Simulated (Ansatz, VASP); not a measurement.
## One calculation of CdO, two programs

```
Cd O
1.0
     0.00000    2.34361    2.34361
     2.34361    0.00000    2.34361
     2.34361    2.34361    0.00000
Cd O
1 1
Cartesian
  0.0000 0.0000 0.0000
  2.3436 2.3436 2.3436
```

Alike in both runs: task single point; functional r2SCAN; k mesh 7 × 7 × 7; occupations fermi-dirac, width 0.1068 eV; no spin polarisation.

|  | VASP | Ansatz |
| --- | --- | --- |
| version | VASP 6.6.1 | Ansatz 0.2.0 |
| potentials or method | VASP PAW PBE potentials, release 64 (Cd, O), cutoff 660 eV | PAW plane waves |
| valence electrons in the cell | 18 | 26 |

|  | VASP | Ansatz | Ansatz less VASP |
| --- | --- | --- | --- |
| gap on the k mesh at the Fermi level (eV) | none | none | - |
| pressure (GPa) | 3.5 | 1.9 | -1.63 |

VASP's potentials were made for PBE, not for r2SCAN. A gap of «none» marks a metal or a gap that the smearing closes. The functional is the same, so the differences come from potentials, cutoffs and numerics. VASP's potentials hold 18 valence electrons a cell and Ansatz's 26, so a difference there can come from the potentials and not from the codes.
